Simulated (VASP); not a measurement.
# Ni3Ge (Pm-3m) in VASP: a series of runs

The runs below take Ni3Ge through single point, with LDA.

Program: VASP 6.6.1. These are calculated values, not measurements. Logs are shortened: lines on timing, memory, paths and dates and some standing lists are left out, and cuts for length are marked.

### Step 1. The cell of the first run

Symmetry: Pm-3m, No. 221, cubic system. The conventional cell has a = 3.265 Å, b = 3.265 Å, c = 3.265 Å, α = 90.00°, β = 90.00°, γ = 90.00°. Ni (site symmetry 4/mmm) has 8 Ni at 2.31 Å and 4 Ge at 2.31 Å within 3.1 Å. Within 3.1 Å of Ge (site symmetry m-3m) lie 12 Ni at 2.31 Å.

### Step 2. Single point, LDA, collinear spin, ferromagnetic start (8.71 Å³/atom)

INCAR

```
SYSTEM = Ni3Ge
ALGO = Normal ; EDIFF = 1E-6
ENCUT = 520 ; GGA = CA
ISIF = 2 ; ISMEAR = 0
ISPIN = 2 ; LASPH = .True.
LCHARG = .False. ; LMAXMIX = 4
LORBIT = 11 ; LREAL = .False.
LWAVE = .False. ; MAGMOM = 0.625 0.625 0.625 0
NBANDS = 34 ; NELM = 150
NUPDOWN = 1.875 ; PREC = Accurate
SIGMA = 0.15
```

KPOINTS

```
k-points
0
Gamma
  12 12 12
  0 0 0
```

POSCAR

```
Ni3Ge
1.0
    3.2654491275      0.0000000000      0.0000000000
    0.0000000000      3.2654491275      0.0000000000
    0.0000000000      0.0000000000      3.2654491275
Ni Ge
3 1
Direct
    0.5000000000      0.0000000000      0.5000000000
    0.0000000000      0.5000000000      0.5000000000
    0.5000000000      0.5000000000      0.0000000000
    0.0000000000      0.0000000000      0.0000000000
```

Potentials or basis: VASP PAW LDA potentials, release 64 (Ni, Ge_d).

Started as:

```bash
cat potpaw_LDA.64/Ni/POTCAR potpaw_LDA.64/Ge_d/POTCAR > POTCAR
mpirun -np 1 vasp_std > vasp.out
```

OUTCAR:

```text
SYSTEM = Ni3Ge
   EDIFF = 1E-6
   ENCUT = 520
   GGA = CA
   ISIF = 2
   ISMEAR = 0
   ISPIN = 2
   LASPH = .True.
   LORBIT = 11
   LREAL = .False.
   NELM = 150
   NUPDOWN = 1.875
   PREC = Accurate

 ion  position               nearest neighbor table
   1  0.500  0.000  0.500-   2 2.31   3 2.31   4 2.31   3 2.31   4 2.31   2 2.31   3 2.31   3 2.31
                             2 2.31   4 2.31   4 2.31   2 2.31
   2  0.000  0.500  0.500-   1 2.31   3 2.31   4 2.31   3 2.31   4 2.31   1 2.31   4 2.31   4 2.31
                             1 2.31   3 2.31   3 2.31   1 2.31
   3  0.500  0.500  0.000-   1 2.31   2 2.31   4 2.31   1 2.31   2 2.31   1 2.31   4 2.31   1 2.31
                             2 2.31   4 2.31   2 2.31   4 2.31
   4  0.000  0.000  0.000-   1 2.31   2 2.31   3 2.31   1 2.31   2 2.31   2 2.31   3 2.31   2 2.31
                             1 2.31   3 2.31   1 2.31   3 2.31

  LATTYP: Found a simple cubic cell.
 ALAT       =     3.2654491275

  Lattice vectors:

 A1 = (   3.2654491275,   0.0000000000,   0.0000000000)
 A2 = (   0.0000000000,   3.2654491275,   0.0000000000)
 A3 = (   0.0000000000,   0.0000000000,   3.2654491275)

Analysis of symmetry for initial positions (statically):
=====================================================================
 Subroutine PRICEL returns:
 Original cell was already a primitive cell.

 Routine SETGRP: Setting up the symmetry group for a
 simple cubic supercell.

 Subroutine GETGRP returns: Found 48 space group operations
 (whereof 48 operations were pure point group operations)
 out of a pool of 48 trial point group operations.

The static configuration has the point symmetry O_h .

Analysis of symmetry for dynamics (positions and initial velocities):
=====================================================================
 Subroutine PRICEL returns:
 Original cell was already a primitive cell.

 Routine SETGRP: Setting up the symmetry group for a
 simple cubic supercell.

 Subroutine GETGRP returns: Found 48 space group operations
 (whereof 48 operations were pure point group operations)
 out of a pool of 48 trial point group operations.

The dynamic configuration has the point symmetry O_h .

Analysis of structural, dynamic, and magnetic symmetry:
=====================================================================
 Subroutine PRICEL returns:
 Original cell was already a primitive cell.

 Routine SETGRP: Setting up the symmetry group for a
 simple cubic supercell.

 Subroutine GETGRP returns: Found 48 space group operations
 (whereof 48 operations were pure point group operations)
 out of a pool of 48 trial point group operations.

The overall configuration has the point symmetry O_h .

 Subroutine INISYM returns: Found 48 space group operations
 (whereof 48 operations are pure point group operations),
 and found     1 'primitive' translations

----------------------------------------------------------------------------------------

                                     Primitive cell

  volume of cell :      34.8200

  direct lattice vectors                    reciprocal lattice vectors
     3.265449128  0.000000000  0.000000000     0.306236588  0.000000000  0.000000000
     0.000000000  3.265449128  0.000000000     0.000000000  0.306236588  0.000000000
     0.000000000  0.000000000  3.265449128     0.000000000  0.000000000  0.306236588

  length of vectors
     3.265449128  3.265449128  3.265449128     0.306236588  0.306236588  0.306236588

  position of ions in fractional coordinates (direct lattice)
     0.500000000  0.000000000  0.500000000
     0.000000000  0.500000000  0.500000000
     0.500000000  0.500000000  0.000000000
     0.000000000  0.000000000  0.000000000

  ion indices of the primitive-cell ions
   primitive index   ion index
                 1           1
                 2           2
                 3           3
                 4           4

----------------------------------------------------------------------------------------

 KPOINTS: k-points

Automatic generation of k-mesh.
 Grid dimensions read from file:
 generate k-points for:   12   12   12

 Generating k-lattice:

  Cartesian coordinates                     Fractional coordinates (reciprocal lattice)
     0.025519716  0.000000000  0.000000000     0.083333333  0.000000000  0.000000000
     0.000000000  0.025519716  0.000000000     0.000000000  0.083333333  0.000000000
     0.000000000  0.000000000  0.025519716     0.000000000  0.000000000  0.083333333

  Length of vectors
     0.025519716  0.025519716  0.025519716

  Shift w.r.t. Gamma in fractional coordinates (k-lattice)
     0.000000000  0.000000000  0.000000000

 Subroutine IBZKPT returns following result:
 ===========================================

 Found     84 irreducible k-points:

 Following reciprocal coordinates:
            Coordinates               Weight
  0.000000  0.000000  0.000000      1.000000
  0.083333  0.000000  0.000000      6.000000
  0.166667  0.000000  0.000000      6.000000
  0.250000  0.000000  0.000000      6.000000
  0.333333  0.000000  0.000000      6.000000
  0.416667  0.000000  0.000000      6.000000
[... 16 lines left out ...]
  0.333333  0.333333  0.000000     12.000000
  0.416667  0.333333  0.000000     24.000000
 [... further k-points ...]
   k-points           NKPTS =     84   k-points in BZ     NKDIM =     84   number of bands    NBANDS=     34
   number of dos      NEDOS =    301   number of ions     NIONS =      4
   total plane-waves  NPLWV =  13824
   dimension x,y,z NGX =    24 NGY =   24 NGZ =   24
   dimension x,y,z NGXF=    48 NGYF=   48 NGZF=   48
   ions per type =               3   1
   NGX,Y,Z   is equivalent  to a cutoff of  12.22, 12.22, 12.22 a.u.
   NGXF,Y,Z  is equivalent  to a cutoff of  24.44, 24.44, 24.44 a.u.
 SYSTEM =  Ni3Ge
   PREC   = accura    normal or accurate (medium, high low for compatibility)
   ISTART =      0    job   : 0-new  1-cont  2-samecut
   ICHARG =      2    charge: 1-file 2-atom 10-const
   ISPIN  =      2    spin polarized calculation?
   LNONCOLLINEAR =      F non collinear calculations
   LSORBIT =      F    spin-orbit coupling
   LASPH  =      T    aspherical Exc in radial PAW
   ENCUT  =  520.0 eV  38.22 Ry    6.18 a.u.   6.07  6.07  6.07*2*pi/ulx,y,z
   NELM   =    150;   NELMIN=  2; NELMDL= -5     # of ELM steps
   EDIFF  = 0.1E-05   stopping-criterion for ELM
   LREAL  =      F    real-space projection
   EDIFFG = 0.1E-04   stopping-criterion for IOM
   NSW    =      0    number of steps for IOM
   IBRION =     -1    ionic relax: 0-MD 1-quasi-New 2-CG
   NFREE  =      0    steps in history (QN), initial steepest desc. (CG)
   ISIF   =      2    stress and relaxation
   ISYM   =      2    0-nonsym 1-usesym 2-fastsym
   POTIM  = 0.5000    time-step for ionic-motion
   TEBEG  =    0.0;   TEEND  =   0.0 temperature during run
   PSTRESS=    0.0 pullay stress
   NELECT =      44.0000    total number of electrons
   NUPDOWN=       1.8750    fix difference up-down
   EMIN   =  10.00;   EMAX   =-10.00  energy-range for DOS
   EFERMI =   0.00;   METHOD = LEGACY
   ISMEAR =     0;   SIGMA  =   0.15  broadening in eV -4-tet -1-fermi 0-gaus
   EFERMI_NEDOS =   21; number of points for ismear=-14 and -15
   IALGO  =     38    algorithm
   IMIX   =      4    mixing-type and parameters
     AMIX     =   0.40;   BMIX     =  1.00
     AMIX_MAG =   1.60;   BMIX_MAG =  1.00
  volume/ion in A,a.u.               =       8.71        58.74
  Fermi-wavevector in a.u.,A,eV,Ry     =   1.769903  3.344632 42.621021  3.132557
  Thomas-Fermi vector in A             =   2.836799
   LORBIT       =     11    0 simple, 1 ext, 2 COOP (PROOUT), +10 PAW based schemes
   GGA     = CA    functional components
   LHFCALC =     F    Hartree Fock is set to
   AEXX    =    0.0000 exact exchange contribution
   IVDW    =     0    specifies the selected vdW correction
   LEPSILON=     F    determine dielectric tensor
   LRPA    =     F    only Hartree local field effects (RPA)
 spin polarized calculation
 Gauss-broadening in eV      SIGMA  =   0.15
  energy-cutoff  :      520.00
  volume of cell :       34.82
 maximum number of plane-waves:       968
   NGX = 13   NGY = 13   NGZ = 13

 number of electron      44.0000052 magnetization       1.8750004

 Free energy of the ion-electron system (eV)
  ---------------------------------------------------
  ext. energy  EPLUGINS =         0.00000000
  ---------------------------------------------------
  free energy    TOTEN  =       -24.10111356 eV

  energy without entropy =      -24.07972134  energy(sigma->0) =      -24.09041745

 E-fermi :  13.5690     XC(G=0): -15.2887

 val. band max:       14.9483760489   @ k =   0.5000   0.2500   0.2500
 cond. band min:      13.5851673689   @ k =   0.4167   0.2500   0.0000
 fundamental gap:     -1.3632086800
 Fermi energy:        15.0278416573

 spin component 1

 k-point     1 :       0.0000    0.0000    0.0000
  band No.  band energies     occupation
      1     -10.8426      1.00000
      2     -10.8426      1.00000
      3     -10.8057      1.00000
      4     -10.8057      1.00000
      5     -10.8057      1.00000
      6      -0.6427      1.00000
[... 877 lines left out ...]
     33      29.8776      0.00000
     34      31.9812      0.00000

 [... further k-points ...]

 spin component 2

 k-point     1 :       0.0000    0.0000    0.0000
  band No.  band energies     occupation
      1     -10.8233      1.00000
      2     -10.8233      1.00000
      3     -10.7864      1.00000
      4     -10.7864      1.00000
      5     -10.7864      1.00000
      6      -0.5320      1.00000
[... 877 lines left out ...]
     33      30.0580      0.00000
     34      32.1518      0.00000

 [... further k-points ...]

------------------------ aborting loop because EDIFF is reached ----------------------------------------

  FORCE on cell =-STRESS in cart. coord.  units (eV):
  Direction    XX          YY          ZZ          XY          YZ          ZX
  --------------------------------------------------------------------------------------
  -------------------------------------------------------------------------------------
  Total       18.0214003     18.0214003     18.0214003     -0.0000000      0.0000000      0.0000000
  in kB      829.2211072    829.2211072    829.2211072     -0.0000000      0.0000000      0.0000000
  external PRESSURE =     829.2211072 kB  Pullay stress =       0.0000000 kB

 VOLUME and BASIS-vectors are now :
 -----------------------------------------------------------------------------
  energy-cutoff  :      520.00
  volume of cell :       34.82
      direct lattice vectors                 reciprocal lattice vectors
     3.265449128  0.000000000  0.000000000     0.306236588  0.000000000  0.000000000
     0.000000000  3.265449128  0.000000000     0.000000000  0.306236588  0.000000000
     0.000000000  0.000000000  3.265449128     0.000000000  0.000000000  0.306236588

 POSITION                                       TOTAL-FORCE (eV/Angst)
 -----------------------------------------------------------------------------------
      1.63272      0.00000      1.63272         0.000000      0.000000      0.000000
      0.00000      1.63272      1.63272         0.000000      0.000000      0.000000
      1.63272      1.63272      0.00000         0.000000      0.000000      0.000000
      0.00000      0.00000      0.00000         0.000000      0.000000      0.000000
 -----------------------------------------------------------------------------------
    total drift:                                0.000000     -0.000000     -0.000000

  FREE ENERGIE OF THE ION-ELECTRON SYSTEM (eV)
  ---------------------------------------------------
  free  energy   TOTEN  =       -24.1011135577 eV

  energy  without entropy=      -24.0797213445  energy(sigma->0) =      -24.09041745

 total charge

# of ion       s       p       d       tot
------------------------------------------
    1        0.599   0.843   8.594  10.036
    2        0.599   0.843   8.594  10.036
    3        0.599   0.843   8.594  10.036
    4        1.116   1.585  10.288  12.989
--------------------------------------------------
tot          2.913   4.113  36.070  43.096

 magnetization (x)

# of ion       s       p       d       tot
------------------------------------------
    1        0.004   0.025   0.556   0.585
    2        0.004   0.025   0.556   0.585
    3        0.004   0.025   0.556   0.585
    4        0.008   0.073   0.000   0.081
--------------------------------------------------
tot          0.020   0.148   1.667   1.836
```

It took 51 s on 1 thread of Intel Xeon 6975P-C (Granite Rapids), shared host; peak memory 0.24 GiB.

What came out:

```yaml
Free_energy: -24.1011 eV
Pressure: 82.9 GPa
Net_moment: 1.88 μB per cell
Site_moments: Ni +0.58; Ge +0.08 μB
Valence_electrons_inside_the_program's_atomic_spheres: Ni 10.04; Ge 12.99
```

Caveat: the cell stands under pressure; the total moment is fixed, so each spin has its own Fermi level.

### Step 3. Single point, LDA, collinear spin, ferromagnetic start (8.71 Å³/atom)

INCAR

```
PREC     = Accurate       # precision mode
ENCUT    = 520            # plane-wave cutoff, eV
EDIFF    = 1E-6           # SCF threshold, eV
ISMEAR   = 0              # smearing method
SIGMA    = 0.15           # smearing width, eV
LREAL    = False          # projectors in reciprocal space
LASPH    = True           # aspherical terms in the spheres
NELM     = 150            # most SCF steps
ALGO     = Normal         # electronic algorithm
ISIF     = 2              # what is computed and relaxed
LWAVE    = False          # write WAVECAR
LCHARG   = True           # write CHGCAR
ISPIN    = 2              # spin polarisation
MAGMOM   = 0.875 0.875 0.875 0 # initial moments
LORBIT   = 11             # projections on sites
NUPDOWN  = 2.625          # fixed moment
LMAXMIX  = 4              # l up to which the mixer works
LELF     = True           # ELF
LVHAR    = True         
NBANDS   = 34             # bands
```

KPOINTS

```
Automatic mesh
0
Gamma
  12 12 12
```

POSCAR is that of step 2.

Potentials or basis: VASP PAW LDA potentials, release 64 (Ni, Ge_d).

Started as:

```bash
cat potpaw_LDA.64/Ni/POTCAR potpaw_LDA.64/Ge_d/POTCAR > POTCAR
mpirun -np 1 vasp_std > vasp.out
```

It took 48 s on 1 thread of Intel Xeon 6975P-C (Granite Rapids), shared host; peak memory 0.24 GiB.

It converged, with:

* Free energy: -23.4105 eV
* Pressure: 87.5 GPa
* Net moment: 2.63 μB per cell
* Site moments: Ni +0.80; Ge +0.17 μB
* Valence electrons inside the program's atomic spheres: Ni 10.03; Ge 13.01

Caveat: the cell stands under pressure; the total moment is fixed, so each spin has its own Fermi level.

### Step 4. Single point, LDA, collinear spin (8.71 Å³/atom)

INCAR

```
  ALGO = Normal
  EDIFF = 1E-6
  ENCUT = 520
  ISIF = 2
  ISMEAR = 0
  ISPIN = 2
  LASPH = True
  LCHARG = True
  LELF = True
  LMAXMIX = 4
  LORBIT = 11
  LREAL = False
  LVHAR = True
  LWAVE = False
  MAGMOM = 0.125 0.125 0.125 0
  NBANDS = 34
  NELM = 150
  NUPDOWN = 0.375
  PREC = Accurate
  SIGMA = 0.15
```

KPOINTS

```
k-points
0
Gamma
  12 12 12
```

POSCAR is that of step 3.

Started as:

```bash
cat potpaw_LDA.64/Ni/POTCAR potpaw_LDA.64/Ge_d/POTCAR > POTCAR
mpirun -np 1 vasp_std > vasp.out
```

Run time: 55 s. Hardware: 1 thread of Intel Xeon 6975P-C (Granite Rapids), shared host; peak memory 0.24 GiB.

It converged, with:

| Property | Result |
| --- | --- |
| Free energy | -24.8359 eV |
| Pressure | 77.4 GPa |
| Net moment | 0.38 μB per cell |
| Site moments | Ni +0.12; Ge +0.00 μB |
| Valence electrons inside the program's atomic spheres | Ni 10.05; Ge 12.96 |

Caveat: the cell stands under pressure; the total moment is fixed, so each spin has its own Fermi level.

### Step 5. Summary

```tsv
spin	fixed moment (μB)	pressure (GPa)	moment (μB)
collinear, ferromagnetic start	1.875	82.9	1.88
collinear, ferromagnetic start	2.625	87.5	2.63
collinear	0.375	77.4	0.38
```

Alike in all rows: task single point; level LDA; potentials or basis VASP PAW LDA potentials, release 64 (Ni, Ge_d); cell as given; k mesh 12 × 12 × 12; cutoff (eV) 520; smearing gaussian 0.15 eV.

Caveats: the cell stands under pressure; the total moment is fixed, so each spin has its own Fermi level.

Total energies depend on the potentials used, so only differences within one code and one set of settings carry meaning.
